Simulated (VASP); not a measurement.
A run of VASP 6.6.1 is set up as follows.

INCAR

```
SYSTEM = MgI2
PREC = Accurate
ENCUT = 520
EDIFF = 1E-6
ISMEAR = 0
SIGMA = 0.05
LREAL = .False.
LASPH = .True.
NELM = 80
ALGO = Normal
ISIF = 2
LWAVE = .False.
LCHARG = .False.
GGA = PE
NBANDS = 15
```

Contents of KPOINTS:

```
Automatic mesh
0
Gamma
  6 6 4
  0 0 0
```

Contents of POSCAR:

```
MgI2
1.0
    4.2516112781      0.0000000000      0.0000000000
   -2.1258056391      3.6820033739      0.0000000000
    0.0000000000      0.0000000000      7.8941785324
Mg I
1 2
Direct
    0.0000000000      0.0000000000      0.0000000000
    0.3333333333      0.6666666667      0.7897071656
    0.6666666667      0.3333333333      0.2102928344
```

Potentials or basis: VASP PAW PBE potentials, release 64 (Mg, I).

The run is started by

```bash
$ cat potpaw_PBE.64/Mg/POTCAR potpaw_PBE.64/I/POTCAR > POTCAR
$ mpirun -np 1 vasp_std > vasp.out
```

Predict the band gap on the k mesh.

3.63 eV, indirect (least direct gap 3.68 eV).

What does it give for the pressure?

-0.4 GPa.

Predict the largest force.

0.020 eV/Å.

Forces in eV/Å, atoms in the order of the input:
```
Mg   0.000  0.000  0.000
I    0.000  0.000  0.020
I    0.000  0.000 -0.020
```

Caveat: spin-orbit coupling is left out, which moves the levels of the heavy elements; this functional lacks dispersion, which binds the layers, so the pressure and a relaxed spacing across them are unreliable. A hybrid or GW would open this gap; PBE tends to underestimate it.
